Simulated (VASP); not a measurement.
Si, 2 atoms in the cell. It takes space group Fd-3m (No. 227, cubic). The conventional cell has a = 5.437 Å, b = 5.437 Å, c = 5.437 Å, α = 90.00°, β = 90.00°, γ = 90.00°. Within 3.1 Å of Si (site symmetry -43m) lie 4 Si at 2.35 Å. 

```yaml
Program: VASP 6.6.1
Task: single point
Functional: r2SCAN
Dispersion: rVV10
Potentials_or_basis: VASP PAW PBE potentials, release 64 (Si)
Cutoff: 520 eV
k_mesh: 6 × 6 × 6
Occupations: gaussian, width 0.01 eV
Spin: no spin polarisation
Dipole_correction: no
Further_INCAR_settings: ALGO = Normal; EDIFF = 1e-06; NBANDS = 11
```

Potentials or basis: VASP PAW PBE potentials, release 64 (Si).

Run with:

```sh
$ cat potpaw_PBE.64/Si/POTCAR > POTCAR
$ cp INCAR.step1 INCAR
$ mpirun -np 1 vasp_std > vasp.out
$ cp INCAR.step2 INCAR
$ mpirun -np 1 vasp_std > vasp.out
```

Hardware: 1 thread of Intel Xeon 8259CL, on a shared host.

Question: Estimate the wall time of this run.

Answer: Run time: 110 s on 1 thread of Intel Xeon 8259CL (shared host), peak memory 0.27 GiB. Counts: k points 16.
